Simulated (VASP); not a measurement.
# CsBr (Pm-3m) in VASP: a series of runs

Runs on CsBr. Level: PBE. Tasks: single point.

Program: VASP 6.6.1. These are calculated values, not measurements. Logs are shortened: lines on timing, memory, paths and dates and some standing lists are left out, and cuts for length are marked.

**1. The cell of the first run**

Symmetry: Pm-3m, No. 221, cubic system. The conventional cell has a = 4.286 Å, b = 4.286 Å, c = 4.286 Å, α = 90.00°, β = 90.00°, γ = 90.00°. Within 4.9 Å of Cs (site symmetry m-3m) lie 8 Br at 3.71 Å and 6 Cs at 4.29 Å. Br (site symmetry m-3m) has 8 Cs at 3.71 Å and 6 Br at 4.29 Å within 4.9 Å.

**2. Single point, PBE**

The input, INCAR:

```
PREC     = Accurate       # precision mode
ENCUT    = 500            # plane-wave cutoff, eV
EDIFF    = 1E-6           # SCF threshold, eV
ISMEAR   = 0              # smearing method
SIGMA    = 0.05           # smearing width, eV
LREAL    = False          # projectors in reciprocal space
LASPH    = True           # aspherical terms in the spheres
NELM     = 120            # most SCF steps
ALGO     = Normal         # electronic algorithm
ISIF     = 2              # what is computed and relaxed
LWAVE    = False          # write WAVECAR
LCHARG   = True           # write CHGCAR
GGA      = PE             # functional
LELF     = True           # ELF
LVHAR    = True         
NBANDS   = 15             # bands
GGA_COMPAT= False
```

The input, KPOINTS:

```
regular mesh
0
Gamma
  8 8 8
```

The input, POSCAR:

```
CsBr
1.0
    4.2860000000      0.0000000000      0.0000000000
    0.0000000000      4.2860000000      0.0000000000
    0.0000000000      0.0000000000      4.2860000000
Cs Br
1 1
Direct
    0.0000000000      0.0000000000      0.0000000000
    0.5000000000      0.5000000000      0.5000000000
```

Potentials or basis: VASP PAW PBE potentials, release 64 (Cs_sv, Br).

Launch:

```sh
$ cat potpaw_PBE.64/Cs_sv/POTCAR potpaw_PBE.64/Br/POTCAR > POTCAR
$ mpirun -np 1 vasp_std > vasp.out
```

OUTCAR:

```text
PREC = Accurate
   ENCUT = 500
   EDIFF = 1E-6
   ISMEAR = 0
   LREAL = False
   LASPH = True
   NELM = 120
   ISIF = 2
   GGA = PE

 ion  position               nearest neighbor table
   1  0.000  0.000  0.000-
   2  0.500  0.500  0.500-

  LATTYP: Found a simple cubic cell.
 ALAT       =     4.2860000000

  Lattice vectors:

 A1 = (   4.2860000000,   0.0000000000,   0.0000000000)
 A2 = (   0.0000000000,   4.2860000000,   0.0000000000)
 A3 = (   0.0000000000,   0.0000000000,   4.2860000000)

Analysis of symmetry for initial positions (statically):
=====================================================================
 Subroutine PRICEL returns:
 Original cell was already a primitive cell.

 Routine SETGRP: Setting up the symmetry group for a
 simple cubic supercell.

 Subroutine GETGRP returns: Found 48 space group operations
 (whereof 48 operations were pure point group operations)
 out of a pool of 48 trial point group operations.

The static configuration has the point symmetry O_h .

Analysis of symmetry for dynamics (positions and initial velocities):
=====================================================================
 Subroutine PRICEL returns:
 Original cell was already a primitive cell.

 Routine SETGRP: Setting up the symmetry group for a
 simple cubic supercell.

 Subroutine GETGRP returns: Found 48 space group operations
 (whereof 48 operations were pure point group operations)
 out of a pool of 48 trial point group operations.

The dynamic configuration has the point symmetry O_h .

 Subroutine INISYM returns: Found 48 space group operations
 (whereof 48 operations are pure point group operations),
 and found     1 'primitive' translations

----------------------------------------------------------------------------------------

                                     Primitive cell

  volume of cell :      78.7329

  direct lattice vectors                    reciprocal lattice vectors
     4.286000000  0.000000000  0.000000000     0.233317779  0.000000000  0.000000000
     0.000000000  4.286000000  0.000000000     0.000000000  0.233317779  0.000000000
     0.000000000  0.000000000  4.286000000     0.000000000  0.000000000  0.233317779

  length of vectors
     4.286000000  4.286000000  4.286000000     0.233317779  0.233317779  0.233317779

  position of ions in fractional coordinates (direct lattice)
     0.000000000  0.000000000  0.000000000
     0.500000000  0.500000000  0.500000000

  ion indices of the primitive-cell ions
   primitive index   ion index
                 1           1
                 2           2

----------------------------------------------------------------------------------------

 KPOINTS: regular mesh

Automatic generation of k-mesh.
 Grid dimensions read from file:
 generate k-points for:    8    8    8

 Generating k-lattice:

  Cartesian coordinates                     Fractional coordinates (reciprocal lattice)
     0.029164722  0.000000000  0.000000000     0.125000000  0.000000000  0.000000000
     0.000000000  0.029164722  0.000000000     0.000000000  0.125000000  0.000000000
     0.000000000  0.000000000  0.029164722     0.000000000  0.000000000  0.125000000

  Length of vectors
     0.029164722  0.029164722  0.029164722

  Shift w.r.t. Gamma in fractional coordinates (k-lattice)
     0.000000000  0.000000000  0.000000000

 Subroutine IBZKPT returns following result:
 ===========================================

 Found     35 irreducible k-points:

 Following reciprocal coordinates:
            Coordinates               Weight
  0.000000  0.000000  0.000000      1.000000
  0.125000  0.000000  0.000000      6.000000
  0.250000  0.000000  0.000000      6.000000
  0.375000  0.000000  0.000000      6.000000
  0.500000  0.000000  0.000000      3.000000
  0.125000  0.125000  0.000000     12.000000
[... 16 lines left out ...]
  0.375000  0.375000  0.125000     24.000000
  0.500000  0.375000  0.125000     24.000000
 [... further k-points ...]
   k-points           NKPTS =     35   k-points in BZ     NKDIM =     35   number of bands    NBANDS=     15
   number of dos      NEDOS =    301   number of ions     NIONS =      2
   total plane-waves  NPLWV =  32768
   dimension x,y,z NGX =    32 NGY =   32 NGZ =   32
   dimension x,y,z NGXF=    64 NGYF=   64 NGZF=   64
   ions per type =               1   1
   NGX,Y,Z   is equivalent  to a cutoff of  12.41, 12.41, 12.41 a.u.
   NGXF,Y,Z  is equivalent  to a cutoff of  24.82, 24.82, 24.82 a.u.
 SYSTEM =  unknown system
   PREC   = accura    normal or accurate (medium, high low for compatibility)
   ISTART =      0    job   : 0-new  1-cont  2-samecut
   ICHARG =      2    charge: 1-file 2-atom 10-const
   ISPIN  =      1    spin polarized calculation?
   LNONCOLLINEAR =      F non collinear calculations
   LSORBIT =      F    spin-orbit coupling
   LASPH  =      T    aspherical Exc in radial PAW
   ENCUT  =  500.0 eV  36.75 Ry    6.06 a.u.   7.81  7.81  7.81*2*pi/ulx,y,z
   NELM   =    120;   NELMIN=  2; NELMDL= -5     # of ELM steps
   EDIFF  = 0.1E-05   stopping-criterion for ELM
   LREAL  =      F    real-space projection
   EDIFFG = 0.1E-04   stopping-criterion for IOM
   NSW    =      0    number of steps for IOM
   IBRION =     -1    ionic relax: 0-MD 1-quasi-New 2-CG
   NFREE  =      0    steps in history (QN), initial steepest desc. (CG)
   ISIF   =      2    stress and relaxation
   ISYM   =      2    0-nonsym 1-usesym 2-fastsym
   POTIM  = 0.5000    time-step for ionic-motion
   TEBEG  =    0.0;   TEEND  =   0.0 temperature during run
   PSTRESS=    0.0 pullay stress
   NELECT =      16.0000    total number of electrons
   NUPDOWN=      -1.0000    fix difference up-down
   EMIN   =  10.00;   EMAX   =-10.00  energy-range for DOS
   EFERMI =   0.00;   METHOD = LEGACY
   ISMEAR =     0;   SIGMA  =   0.05  broadening in eV -4-tet -1-fermi 0-gaus
   EFERMI_NEDOS =   21; number of points for ismear=-14 and -15
   IALGO  =     38    algorithm
   IMIX   =      4    mixing-type and parameters
     AMIX     =   0.40;   BMIX     =  1.00
     AMIX_MAG =   1.60;   BMIX_MAG =  1.00
  volume/ion in A,a.u.               =      39.37       265.66
  Fermi-wavevector in a.u.,A,eV,Ry     =   0.962489  1.818841 12.604247  0.926386
  Thomas-Fermi vector in A             =   2.091953
   LORBIT       =      0    0 simple, 1 ext, 2 COOP (PROOUT), +10 PAW based schemes
   GGA     = PE    functional components
   LHFCALC =     F    Hartree Fock is set to
   AEXX    =    0.0000 exact exchange contribution
   IVDW    =     0    specifies the selected vdW correction
   LEPSILON=     F    determine dielectric tensor
   LRPA    =     F    only Hartree local field effects (RPA)
 non-spin polarized calculation
 Gauss-broadening in eV      SIGMA  =   0.05
  energy-cutoff  :      500.00
  volume of cell :       78.73
 maximum number of plane-waves:      2021
 NGX is ok and might be reduce to    32
   NGX = 15   NGY = 15   NGZ = 15

 number of electron      15.9999999 magnetization

 Free energy of the ion-electron system (eV)
  ---------------------------------------------------
  ext. energy  EPLUGINS =         0.00000000
  ---------------------------------------------------
  free energy    TOTEN  =        -6.00454220 eV

  energy without entropy =       -6.00454220  energy(sigma->0) =       -6.00454220

 E-fermi :  -0.0532     XC(G=0):  -8.0745

 val. band max:       -0.2983542409   @ k =   0.0000   0.0000   0.0000
 cond. band min:       4.2201362778   @ k =   0.0000   0.0000   0.0000
 fundamental gap:      4.5184905187
 Fermi energy:        -0.0532177064

 k-point     1 :       0.0000    0.0000    0.0000
  band No.  band energies     occupation
      1     -20.0748      2.00000
      2     -12.6657      2.00000
      3      -6.6679      2.00000
      4      -6.6679      2.00000
      5      -6.6679      2.00000
      6      -0.2984      2.00000
      7      -0.2984      2.00000
      8      -0.2984      2.00000
      9       4.2201      0.00000
     10       4.6159      0.00000
     11       4.6159      0.00000
     12       8.8259      0.00000
     13       8.8259      0.00000
     14       8.8259      0.00000
     15      11.7942      0.00000

 k-point     2 :       0.1250    0.0000    0.0000
  band No.  band energies     occupation
      1     -20.0670      2.00000
      2     -12.6677      2.00000
      3      -6.7304      2.00000
      4      -6.6527      2.00000
      5      -6.6527      2.00000
      6      -0.5495      2.00000
      7      -0.3283      2.00000
      8      -0.3283      2.00000
      9       4.6071      0.00000
     10       4.7170      0.00000
     11       4.9688      0.00000
     12       8.7327      0.00000
     13       8.7327      0.00000
     14       8.9069      0.00000
     15      10.8733      0.00000

 k-point     3 :       0.2500    0.0000    0.0000
  band No.  band energies     occupation
      1     -20.0480      2.00000
      2     -12.6735      2.00000
      3      -6.8715      2.00000
      4      -6.6154      2.00000
      5      -6.6154      2.00000
      6      -1.0535      2.00000
      7      -0.4023      2.00000
      8      -0.4023      2.00000
      9       5.0039      0.00000
     10       5.5258      0.00000
     11       5.8767      0.00000
     12       8.5939      0.00000
     13       8.5939      0.00000
     14       9.1287      0.00000
     15       9.5501      0.00000

 k-point     4 :       0.3750    0.0000    0.0000
  band No.  band energies     occupation
      1     -20.0289      2.00000
      2     -12.6805      2.00000
      3      -6.9999      2.00000
      4      -6.5772      2.00000
      5      -6.5772      2.00000
      6      -1.4699      2.00000
      7      -0.4786      2.00000
      8      -0.4786      2.00000
      9       5.3978      0.00000
     10       6.5199      0.00000
     11       6.9549      0.00000
     12       8.4879      0.00000
     13       8.5664      0.00000
     14       8.5664      0.00000
     15       9.4057      0.00000
[... 307 lines left out ...]
 k-point    22 :       0.5000    0.2500    0.1250
  band No.  band energies     occupation
      1     -19.9915      2.00000
      2     -12.6107      2.00000
      3      -7.1517      2.00000
      4      -6.9166      2.00000
      5      -6.6290      2.00000
      6      -1.2150      2.00000
      7      -0.8307      2.00000
      8      -0.4592      2.00000
      9       5.8686      0.00000
     10       6.1227      0.00000
     11       7.0698      0.00000
     12       7.6150      0.00000
     13       8.2020      0.00000
     14       9.3467      0.00000
     15      10.6175      0.00000

 k-point    23 :       0.3750    0.3750    0.1250
  band No.  band energies     occupation
      1     -19.9822      2.00000
      2     -12.5843      2.00000
      3      -7.1534      2.00000
      4      -7.0935      2.00000
      5      -6.6121      2.00000
      6      -1.0558      2.00000
      7      -0.8932      2.00000
      8      -0.5070      2.00000
      9       5.6040      0.00000
     10       5.8803      0.00000
     11       7.1620      0.00000
     12       7.4332      0.00000
     13       8.7007      0.00000
     14       9.2091      0.00000
     15      10.9550      0.00000

 k-point    24 :       0.5000    0.3750    0.1250
  band No.  band energies     occupation
      1     -19.9753      2.00000
      2     -12.5698      2.00000
      3      -7.2078      2.00000
      4      -7.1432      2.00000
      5      -6.5994      2.00000
      6      -1.0344      2.00000
      7      -0.9337      2.00000
      8      -0.4944      2.00000
      9       5.4979      0.00000
     10       5.7350      0.00000
     11       7.1499      0.00000
     12       7.2123      0.00000
     13       9.1069      0.00000
     14      10.2105      0.00000
     15      11.0139      0.00000

 [... further k-points ...]

------------------------ aborting loop because EDIFF is reached ----------------------------------------

  FORCE on cell =-STRESS in cart. coord.  units (eV):
  Direction    XX          YY          ZZ          XY          YZ          ZX
  --------------------------------------------------------------------------------------
  -------------------------------------------------------------------------------------
  Total        0.5402663      0.5402663      0.5402663     -0.0000000      0.0000000      0.0000000
  in kB       10.9941585     10.9941585     10.9941585     -0.0000000      0.0000000      0.0000000
  external PRESSURE =      10.9941585 kB  Pullay stress =       0.0000000 kB

 VOLUME and BASIS-vectors are now :
 -----------------------------------------------------------------------------
  energy-cutoff  :      500.00
  volume of cell :       78.73
      direct lattice vectors                 reciprocal lattice vectors
     4.286000000  0.000000000  0.000000000     0.233317779  0.000000000  0.000000000
     0.000000000  4.286000000  0.000000000     0.000000000  0.233317779  0.000000000
     0.000000000  0.000000000  4.286000000     0.000000000  0.000000000  0.233317779

 POSITION                                       TOTAL-FORCE (eV/Angst)
 -----------------------------------------------------------------------------------
      0.00000      0.00000      0.00000         0.000000      0.000000      0.000000
      2.14300      2.14300      2.14300         0.000000      0.000000      0.000000
 -----------------------------------------------------------------------------------
    total drift:                                0.000000      0.000000     -0.000000

  FREE ENERGIE OF THE ION-ELECTRON SYSTEM (eV)
  ---------------------------------------------------
  free  energy   TOTEN  =        -6.0045422038 eV

  energy  without entropy=       -6.0045422038  energy(sigma->0) =       -6.00454220
```

It took 14 s on 1 thread of Intel Xeon Platinum 8488C (Sapphire Rapids), shared host; peak memory 0.19 GiB.

Results:

- Free energy: -6.0045 eV
- Pressure: 1.1 GPa
- Band gap on the k mesh: 4.52 eV, direct

Caveat: spin-orbit coupling is left out, which moves the levels of the heavy elements. A k mesh can miss the band edges.

**3. Single point, PBE**

The input, INCAR:

```
SYSTEM = CsBr
  PREC = Accurate
  ENCUT = 500
  EDIFF = 1E-6
  ISMEAR = 0
  SIGMA = 0.05
  LREAL = .FALSE.
  LASPH = .TRUE.
  NELM = 120
  ALGO = Normal
  ISIF = 2
  LWAVE = .FALSE.
  LCHARG = .FALSE.
  GGA = PE
  NBANDS = 15
  GGA_COMPAT = .FALSE.
```

The input, KPOINTS:

```
Automatic mesh
0
G
  8 8 8
  0 0 0
```

POSCAR is that of step 2.

Potentials or basis: VASP PAW PBE potentials, release 64 (Cs_sv, Br).

Launch:

```sh
$ cat potpaw_PBE.64/Cs_sv/POTCAR potpaw_PBE.64/Br/POTCAR > POTCAR
$ mpirun -np 1 vasp_std > vasp.out
```

It took 13 s on 1 thread of Intel Xeon Platinum 8488C (Sapphire Rapids), shared host; peak memory 0.19 GiB.

Results (log left out):

```
Free energy            : -6.0045 eV
Pressure               : 1.1 GPa
Band gap on the k mesh : 4.52 eV, direct
```

Levels at points of the mesh, in eV from the valence-band top:
```csv
k point,band 6,band 7,band 8,band 9,band 10,band 11
"(0.00, 0.00, 0.00)",0.00,0.00,0.00,4.52,4.91,4.91
"(0.50, 0.00, 0.00)",-1.33,-0.21,-0.21,5.93,7.31,7.77
"(0.50, 0.50, 0.00)",-0.57,-0.57,0.00,5.27,5.50,7.23
"(0.50, 0.50, 0.50)",-1.18,-1.18,-1.18,8.33,8.33,8.33
```

Caveat: spin-orbit coupling is left out, which moves the levels of the heavy elements. A k mesh can miss the band edges.

**4. Single point, PBE**

The input, INCAR:

```
SYSTEM = CsBr
PREC     = Accurate       ! precision mode
ENCUT    = 500            ! plane-wave cutoff, eV
EDIFF    = 1E-6           ! SCF threshold, eV
ISMEAR   = 0              ! smearing method
SIGMA    = 0.05           ! smearing width, eV
LREAL    = .FALSE.        ! projectors in reciprocal space
LASPH    = .TRUE.         ! aspherical terms in the spheres
NELM     = 120            ! most SCF steps
ALGO     = Normal         ! electronic algorithm
ISIF     = 2              ! what is computed and relaxed
LWAVE    = .FALSE.        ! write WAVECAR
LCHARG   = .TRUE.         ! write CHGCAR
GGA      = PE             ! functional
LELF     = .TRUE.         ! ELF
LVHAR    = .TRUE.       
NELECT   = 15.75        
NBANDS   = 15             ! bands
GGA_COMPAT= .FALSE.
```

The input, KPOINTS:

```
regular mesh
0
G
  8 8 8
  0 0 0
```

POSCAR is that of step 3.

Launch:

```sh
$ cat potpaw_PBE.64/Cs_sv/POTCAR potpaw_PBE.64/Br/POTCAR > POTCAR
$ mpirun -np 1 vasp_std > vasp.out
```

Run time: 14 s. Hardware: 1 thread of Intel Xeon Platinum 8488C (Sapphire Rapids), shared host; peak memory 0.19 GiB.

The run converged. Its results:

```yaml
Free_energy: -5.8862 eV
```

Levels at points of the mesh, in eV from the Fermi level:
```csv
k point,band 6,band 7,band 8,band 9,band 10,band 11
"(0.00, 0.00, 0.00)",0.08,0.08,0.08,4.98,5.43,5.43
"(0.50, 0.00, 0.00)",-1.17,-0.13,-0.13,6.48,7.73,8.21
"(0.50, 0.50, 0.00)",-0.45,-0.45,0.06,5.78,5.96,7.71
"(0.50, 0.50, 0.50)",-1.04,-1.04,-1.04,8.73,8.73,8.73
```

Caveat: the cell carries a net charge on a neutralising background, which shifts energy and pressure; the cell is charged against a uniform background, so pressure and absolute levels hang on convention; spin-orbit coupling is left out, which moves the levels of the heavy elements.
